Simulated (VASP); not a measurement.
A run of VASP 6.6.1:

INCAR

```
SYSTEM = MgS
  PREC = Accurate
  ENCUT = 600
  EDIFF = 1E-7
  ISMEAR = 0
  SIGMA = 0.01
  LREAL = .False.
  LASPH = .True.
  NELM = 80
  ALGO = Normal
  ISIF = 3
  LWAVE = .False.
  LCHARG = .False.
  GGA = PS
  IBRION = 2
  NSW = 100
  EDIFFG = -0.002
  PSTRESS = 70.0
```

The input KPOINTS:

```
Automatic mesh
0
Gamma
  8 8 8
  0 0 0
```

Contents of POSCAR:

```
MgS
1.0
    2.5909610208      2.5909610208      0.0000000000
   -2.5909610208      2.5909610208      0.0000000000
    0.0000000000      2.5909610208      2.5909610208
Mg S
1 1
Direct
    0.0000000000      0.0000000000      0.0000000000
    0.5000000000      0.5000000000      0.0000000000
```

Potentials or basis: VASP PAW PBE potentials, release 64 (Mg, S).

The run is started by

```bash
$ cat potpaw_PBE.64/Mg/POTCAR potpaw_PBE.64/S/POTCAR > POTCAR
$ mpirun -np 1 vasp_std > vasp.out
```

Hardware: 1 thread of Intel(R) Xeon(R) 6975P-C (Granite Rapids), on a shared host.

Estimate the wall time of this run.

Run time: 14 s on 1 thread of Intel(R) Xeon(R) 6975P-C (Granite Rapids) (shared host), peak memory 0.17 GiB. Counts: scf iterations 30, k points 29, ion steps 3.
